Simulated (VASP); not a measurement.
A run of VASP 6.6.1 is set up as follows.

Contents of POSCAR:

```
I
1.0
   14.0000000000      0.0000000000      0.0000000000
    0.0000000000     14.4000000000      0.0000000000
    0.0000000000      0.0000000000     14.8000000000
I
1
Direct
    0.5000000000      0.5000000000      0.5000000000
```

File INCAR.step1:

```
ALGO = Normal
EDIFF = 1E-4
ENCUT = 520
GGA = PE
ISMEAR = -1
ISPIN = 2
ISYM = 0
LASPH = True
LCHARG = False
LREAL = False
LWAVE = True
MAGMOM = 1
NBANDS = 14
NELM = 150
PREC = Accurate
SIGMA = 0.01
```

The input INCAR.step2:

```
ALGO = Normal
EDIFF = 1E-7
ENCUT = 520
ISIF = 2
ISMEAR = -1
ISPIN = 2
ISTART = 1
ISYM = 0
LASPH = True
LCHARG = False
LMIXTAU = True
LORBIT = 11
LREAL = False
LWAVE = False
MAGMOM = 1
METAGGA = R2SCAN
NBANDS = 14
NELM = 150
PREC = Accurate
SIGMA = 0.01
```

File KPOINTS:

```
k-points
0
Gamma
  1 1 1
```

Potentials or basis: VASP PAW PBE potentials, release 64 (I).

The run is started by

```console
$ cat potpaw_PBE.64/I/POTCAR > POTCAR
$ cp INCAR.step1 INCAR
$ mpirun -np 1 vasp_gam > vasp.out
$ cp INCAR.step2 INCAR
$ mpirun -np 1 vasp_gam > vasp.out
```

Problem. What does it give for the band gap on the k mesh?

Solution. 0.78 eV.

Problem. Estimate the site moments.

Solution. I +0.58 μB.

Problem. Predict the net moment.

Solution. 1.00 μB per cell.

Problem. What does it give for the pressure?

Solution. 0.0 GPa.

Caveat: the PAW data sets were made with another functional, which shifts forces and pressure a little; spin-orbit coupling is left out, which moves the levels of the heavy elements.
